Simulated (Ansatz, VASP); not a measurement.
# Two plane-wave programs on ZnSnN

```
Zn Sn N
1.0
     3.80877    0.00000    0.00000
     0.00000    3.80877    0.00000
     0.00000    0.00000    3.71590
Zn Sn N
1 1 1
Direct
  0.50000 0.50000 0.50000
  0.00000 0.00000 0.00000
  0.50000 0.50000 0.00000
```

Change from the starting cell: species swapped into the MgNiH type (P4/mmm, No. 123).

Alike in both runs: functional PBE; k mesh 6 × 6 × 4; occupations gaussian, width 0.1 eV; no spin polarisation.

Ansatz relaxed the structure, and its values are those at the end. VASP's run is a single point on that final structure, the one shown.

|  | VASP | Ansatz |
| --- | --- | --- |
| version | VASP 6.6.1 | Ansatz 0.2.0 |
| potentials or method | VASP PAW PBE potentials, release 64 (Zn, Sn_d, N), cutoff 520 eV | scalar-relativistic, plane waves, PAW |
| valence electrons in the cell | 31 | 31 |

Ansatz gave:

- gap on the k mesh at the Fermi level (eV): none
- pressure (GPa): 0.1

**Question.** What did VASP give for the same quantities?

**Answer.** gap on the k mesh at the Fermi level (eV): none; pressure (GPa): 0.4.

A gap of «none» marks a metal or a gap that the smearing closes.

The k mesh is coarse, so the values compare programs but aren't converged.
